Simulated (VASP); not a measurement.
# CdS (P6_3mc) in VASP: single point with PBE

Aim: the single point of CdS with PBE.

Program: VASP 6.6.1. These are calculated values, not measurements. Logs are shortened: lines on timing, memory, paths and dates and some standing lists are left out, and cuts for length are marked.

## 1. The cell of the first run

It takes space group P6_3mc (No. 186, hexagonal). The conventional cell has a = 4.165 Å, b = 4.165 Å, c = 6.766 Å, α = 90.00°, β = 90.00°, γ = 120.00°. Cd (site symmetry 3m) has 4 S at 2.54 to 2.55 Å within 3.4 Å. Within 3.4 Å of S (site symmetry 3m) lie 4 Cd at 2.54 to 2.55 Å.

## 2. Single point, PBE

Input file INCAR:

```
  PREC = Accurate
  ENCUT = 520
  EDIFF = 1E-6
  ISMEAR = 0
  SIGMA = 0.01
  LREAL = False
  LASPH = True
  NELM = 100
  ALGO = Normal
  ISIF = 2
  LWAVE = False
  LCHARG = False
  GGA = PE
  NBANDS = 26
```

Input file KPOINTS:

```
regular mesh
0
Gamma
  6 6 2
```

Input file POSCAR:

```
CdS
1.0
    4.1646012805      0.0000000000      0.0000000000
   -2.0823006403      3.6066505056      0.0000000000
    0.0000000000      0.0000000000      6.7660104844
Cd S
2 2
Direct
    0.3333333333      0.6666666667     -0.0009631161
    0.6666666667      0.3333333333      0.4990368839
    0.3333333333      0.6666666667      0.3759631161
    0.6666666667      0.3333333333      0.8759631161
```

Potentials or basis: VASP PAW PBE potentials, release 64 (Cd, S).

Launch:

```console
> cat potpaw_PBE.64/Cd/POTCAR potpaw_PBE.64/S/POTCAR > POTCAR
> mpirun -np 1 vasp_std > vasp.out
```

OUTCAR:

```text
PREC = Accurate
   ENCUT = 520
   EDIFF = 1E-6
   ISMEAR = 0
   LREAL = False
   LASPH = True
   NELM = 100
   ISIF = 2
   GGA = PE

 ion  position               nearest neighbor table
   1  0.333  0.667  0.999-   4 2.54   4 2.54   4 2.54   3 2.55
   2  0.667  0.333  0.499-   3 2.54   3 2.54   3 2.54   4 2.55
   3  0.333  0.667  0.376-   2 2.54   2 2.54   2 2.54   1 2.55
   4  0.667  0.333  0.876-   1 2.54   1 2.54   1 2.54   2 2.55

  LATTYP: Found a hexagonal cell.
 ALAT       =     4.1646012805
 C/A-ratio  =     1.6246478423

  Lattice vectors:

 A1 = (   4.1646012805,   0.0000000000,   0.0000000000)
 A2 = (  -2.0823006403,   3.6066505056,   0.0000000000)
 A3 = (   0.0000000000,   0.0000000000,   6.7660104844)

Analysis of symmetry for initial positions (statically):
=====================================================================
 Subroutine PRICEL returns:
 Original cell was already a primitive cell.

 Routine SETGRP: Setting up the symmetry group for a
 hexagonal supercell.

 Subroutine GETGRP returns: Found 12 space group operations
 (whereof  6 operations were pure point group operations)
 out of a pool of 24 trial point group operations.

The static configuration has the point symmetry C_3v.
 The point group associated with its full space group is C_6v.

Analysis of symmetry for dynamics (positions and initial velocities):
=====================================================================
 Subroutine PRICEL returns:
 Original cell was already a primitive cell.

 Routine SETGRP: Setting up the symmetry group for a
 hexagonal supercell.

 Subroutine GETGRP returns: Found 12 space group operations
 (whereof  6 operations were pure point group operations)
 out of a pool of 24 trial point group operations.

The dynamic configuration has the point symmetry C_3v.
 The point group associated with its full space group is C_6v.

 Subroutine INISYM returns: Found 12 space group operations
 (whereof  6 operations are pure point group operations),
 and found     1 'primitive' translations

----------------------------------------------------------------------------------------

                                     Primitive cell

  volume of cell :     101.6272

  direct lattice vectors                    reciprocal lattice vectors
     4.164601281  0.000000000  0.000000000     0.240119025  0.138632784  0.000000000
    -2.082300640  3.606650506  0.000000000     0.000000000  0.277265568  0.000000000
     0.000000000  0.000000000  6.766010484     0.000000000  0.000000000  0.147797584

  length of vectors
     4.164601281  4.164601281  6.766010484     0.277265568  0.277265568  0.147797584

  position of ions in fractional coordinates (direct lattice)
     0.333333333  0.666666667  0.999036884
     0.666666667  0.333333333  0.499036884
     0.333333333  0.666666667  0.375963116
     0.666666667  0.333333333  0.875963116

  ion indices of the primitive-cell ions
   primitive index   ion index
                 1           1
                 2           2
                 3           3
                 4           4

----------------------------------------------------------------------------------------

 KPOINTS: regular mesh

Automatic generation of k-mesh.
 Grid dimensions read from file:
 generate k-points for:    6    6    2

 Generating k-lattice:

  Cartesian coordinates                     Fractional coordinates (reciprocal lattice)
     0.040019838  0.023105464  0.000000000     0.166666667  0.000000000  0.000000000
     0.000000000  0.046210928  0.000000000     0.000000000  0.166666667  0.000000000
     0.000000000  0.000000000  0.073898792     0.000000000  0.000000000  0.500000000

  Length of vectors
     0.046210928  0.046210928  0.073898792

  Shift w.r.t. Gamma in fractional coordinates (k-lattice)
     0.000000000  0.000000000  0.000000000

 Subroutine IBZKPT returns following result:
 ===========================================

 Found     14 irreducible k-points:

 Following reciprocal coordinates:
            Coordinates               Weight
  0.000000  0.000000  0.000000      1.000000
  0.166667 -0.000000  0.000000      6.000000
  0.333333 -0.000000  0.000000      6.000000
  0.500000 -0.000000  0.000000      3.000000
  0.166667  0.166667  0.000000      6.000000
  0.333333  0.166667  0.000000     12.000000
  0.333333  0.333333  0.000000      2.000000
  0.000000  0.000000  0.500000      1.000000
  0.166667 -0.000000  0.500000      6.000000
  0.333333 -0.000000  0.500000      6.000000
  0.500000 -0.000000  0.500000      3.000000
  0.166667  0.166667  0.500000      6.000000
  0.333333  0.166667  0.500000     12.000000
  0.333333  0.333333  0.500000      2.000000
   k-points           NKPTS =     14   k-points in BZ     NKDIM =     14   number of bands    NBANDS=     26
   number of dos      NEDOS =    301   number of ions     NIONS =      4
   total plane-waves  NPLWV =  51200
   dimension x,y,z NGX =    32 NGY =   32 NGZ =   50
   dimension x,y,z NGXF=    64 NGYF=   64 NGZF=  100
   ions per type =               2   2
   NGX,Y,Z   is equivalent  to a cutoff of  12.77, 12.77, 12.29 a.u.
   NGXF,Y,Z  is equivalent  to a cutoff of  25.55, 25.55, 24.57 a.u.
 SYSTEM =  unknown system
   PREC   = accura    normal or accurate (medium, high low for compatibility)
   ISTART =      0    job   : 0-new  1-cont  2-samecut
   ICHARG =      2    charge: 1-file 2-atom 10-const
   ISPIN  =      1    spin polarized calculation?
   LNONCOLLINEAR =      F non collinear calculations
   LSORBIT =      F    spin-orbit coupling
   LASPH  =      T    aspherical Exc in radial PAW
   ENCUT  =  520.0 eV  38.22 Ry    6.18 a.u.   7.74  7.74 12.58*2*pi/ulx,y,z
   NELM   =    100;   NELMIN=  2; NELMDL= -5     # of ELM steps
   EDIFF  = 0.1E-05   stopping-criterion for ELM
   LREAL  =      F    real-space projection
   EDIFFG = 0.1E-04   stopping-criterion for IOM
   NSW    =      0    number of steps for IOM
   IBRION =     -1    ionic relax: 0-MD 1-quasi-New 2-CG
   NFREE  =      0    steps in history (QN), initial steepest desc. (CG)
   ISIF   =      2    stress and relaxation
   ISYM   =      2    0-nonsym 1-usesym 2-fastsym
   POTIM  = 0.5000    time-step for ionic-motion
   TEBEG  =    0.0;   TEEND  =   0.0 temperature during run
   PSTRESS=    0.0 pullay stress
   NELECT =      36.0000    total number of electrons
   NUPDOWN=      -1.0000    fix difference up-down
   EMIN   =  10.00;   EMAX   =-10.00  energy-range for DOS
   EFERMI =   0.00;   METHOD = LEGACY
   ISMEAR =     0;   SIGMA  =   0.01  broadening in eV -4-tet -1-fermi 0-gaus
   EFERMI_NEDOS =   21; number of points for ismear=-14 and -15
   IALGO  =     38    algorithm
   IMIX   =      4    mixing-type and parameters
     AMIX     =   0.40;   BMIX     =  1.00
     AMIX_MAG =   1.60;   BMIX_MAG =  1.00
  volume/ion in A,a.u.               =      25.41       171.45
  Fermi-wavevector in a.u.,A,eV,Ry     =   1.158348  2.188960 18.255881  1.341769
  Thomas-Fermi vector in A             =   2.294951
   LORBIT       =      0    0 simple, 1 ext, 2 COOP (PROOUT), +10 PAW based schemes
   GGA     = PE    functional components
   LHFCALC =     F    Hartree Fock is set to
   AEXX    =    0.0000 exact exchange contribution
   IVDW    =     0    specifies the selected vdW correction
   LEPSILON=     F    determine dielectric tensor
   LRPA    =     F    only Hartree local field effects (RPA)
 non-spin polarized calculation
 Gauss-broadening in eV      SIGMA  =   0.01
  energy-cutoff  :      520.00
  volume of cell :      101.63
 maximum number of plane-waves:      2786
 NGX is ok and might be reduce to    32
   NGX = 15   NGY = 15   NGZ = 25

 number of electron      35.9999998 magnetization

 Free energy of the ion-electron system (eV)
  ---------------------------------------------------
  ext. energy  EPLUGINS =         0.00000000
  ---------------------------------------------------
  free energy    TOTEN  =       -12.28044551 eV

  energy without entropy =      -12.28044551  energy(sigma->0) =      -12.28044551

 E-fermi :   1.1913     XC(G=0):  -9.0320

 val. band max:        1.1095618605   @ k =   0.0000   0.0000   0.0000
 cond. band min:       2.2844312568   @ k =   0.0000   0.0000   0.0000
 fundamental gap:      1.1748693962
 Fermi energy:         1.1912948380

 k-point     1 :       0.0000    0.0000    0.0000
  band No.  band energies     occupation
      1     -11.1174      2.00000
      2     -10.7068      2.00000
      3      -6.5130      2.00000
      4      -6.5085      2.00000
      5      -6.5085      2.00000
      6      -6.4291      2.00000
[... 18 lines left out ...]
     25       8.6778      0.00000
     26       8.7643      0.00000

 k-point     2 :       0.1667   -0.0000    0.0000
  band No.  band energies     occupation
      1     -11.0272      2.00000
      2     -10.6680      2.00000
      3      -6.4840      2.00000
      4      -6.4728      2.00000
      5      -6.4367      2.00000
      6      -6.3831      2.00000
[... 18 lines left out ...]
     25       8.6231      0.00000
     26       9.2424      0.00000

 k-point     3 :       0.3333   -0.0000    0.0000
  band No.  band energies     occupation
      1     -10.8323      2.00000
      2     -10.6035      2.00000
      3      -6.4330      2.00000
      4      -6.4180      2.00000
      5      -6.2983      2.00000
      6      -6.2755      2.00000
[... 18 lines left out ...]
     25       9.4376      0.00000
     26       9.8899      0.00000

 k-point     4 :       0.5000   -0.0000    0.0000
  band No.  band energies     occupation
      1     -10.7173      2.00000
      2     -10.5886      2.00000
      3      -6.4180      2.00000
      4      -6.4012      2.00000
      5      -6.2271      2.00000
      6      -6.2227      2.00000
[... 18 lines left out ...]
     25       9.4866      0.00000
     26      11.1709      0.00000
[... 206 lines left out ...]
      1     -10.7425      2.00000
      2     -10.7425      2.00000
      3      -6.3901      2.00000
      4      -6.3901      2.00000
      5      -6.3647      2.00000
      6      -6.3647      2.00000
[... 18 lines left out ...]
     25       9.0964      0.00000
     26       9.0964      0.00000

 k-point    13 :       0.3333    0.1667    0.5000
  band No.  band energies     occupation
      1     -10.6440      2.00000
      2     -10.6440      2.00000
      3      -6.3631      2.00000
      4      -6.3631      2.00000
      5      -6.3185      2.00000
      6      -6.3185      2.00000
[... 18 lines left out ...]
     25       9.5583      0.00000
     26       9.5583      0.00000

 k-point    14 :       0.3333    0.3333    0.5000
  band No.  band energies     occupation
      1     -10.6123      2.00000
      2     -10.6123      2.00000
      3      -6.3337      2.00000
      4      -6.3337      2.00000
      5      -6.3181      2.00000
      6      -6.3181      2.00000
[... 18 lines left out ...]
     25      10.4443      0.00000
     26      10.4443      0.00000

------------------------ aborting loop because EDIFF is reached ----------------------------------------

  FORCE on cell =-STRESS in cart. coord.  units (eV):
  Direction    XX          YY          ZZ          XY          YZ          ZX
  --------------------------------------------------------------------------------------
  -------------------------------------------------------------------------------------
  Total        1.0558393      1.0558393      1.0811766     -0.0000000      0.0000000      0.0000000
  in kB       16.6455546     16.6455546     17.0450023     -0.0000000      0.0000000      0.0000000
  external PRESSURE =      16.7787039 kB  Pullay stress =       0.0000000 kB

 VOLUME and BASIS-vectors are now :
 -----------------------------------------------------------------------------
  energy-cutoff  :      520.00
  volume of cell :      101.63
      direct lattice vectors                 reciprocal lattice vectors
     4.164601281  0.000000000  0.000000000     0.240119025  0.138632784  0.000000000
    -2.082300640  3.606650506  0.000000000     0.000000000  0.277265568  0.000000000
     0.000000000  0.000000000  6.766010484     0.000000000  0.000000000  0.147797584

 POSITION                                       TOTAL-FORCE (eV/Angst)
 -----------------------------------------------------------------------------------
     -0.00000      2.40443      6.75949         0.000000      0.000000      0.003328
      2.08230      1.20222      3.37649         0.000000      0.000000      0.003328
     -0.00000      2.40443      2.54377         0.000000     -0.000000     -0.003328
      2.08230      1.20222      5.92678        -0.000000      0.000000     -0.003328
 -----------------------------------------------------------------------------------
    total drift:                               -0.000000     -0.000000     -0.001034

  FREE ENERGIE OF THE ION-ELECTRON SYSTEM (eV)
  ---------------------------------------------------
  free  energy   TOTEN  =       -12.2804455095 eV

  energy  without entropy=      -12.2804455095  energy(sigma->0) =      -12.28044551
```

It took 22 s on 1 thread of Intel Xeon Platinum 8488C (Sapphire Rapids), shared host; peak memory 0.22 GiB.

What came out:

```
Free energy            : -12.2804 eV
Pressure               : 1.7 GPa
Largest force          : 0.003 eV/Å
Band gap on the k mesh : 1.17 eV, direct
```

Forces in eV/Å, atoms in the order of the input:
```
Cd   0.000  0.000  0.003
Cd   0.000  0.000  0.003
S    0.000  0.000 -0.003
S    0.000  0.000 -0.003
```

Levels at points of the mesh, in eV from the valence-band top:
```
           k point  band 14  band 15  band 16  band 17  band 18  band 19  band 20  band 21  band 22  band 23
(0.00, 0.00, 0.00)    -0.73    -0.73    -0.04     0.00     0.00     1.17     2.76     6.48     6.48     6.80
(0.50, 0.00, 0.00)    -3.44    -2.55    -1.81    -1.24    -0.73     3.68     3.88     5.12     6.35     7.04
(0.00, 0.00, 0.50)    -2.41    -0.38    -0.38    -0.38    -0.38     2.81     2.81     6.17     6.17     6.82
(0.50, 0.00, 0.50)    -4.03    -1.30    -1.30    -1.27    -1.27     3.48     3.48     5.37     5.37     7.87
```

Caveat: the k points lie up to 0.46 Å⁻¹ apart.
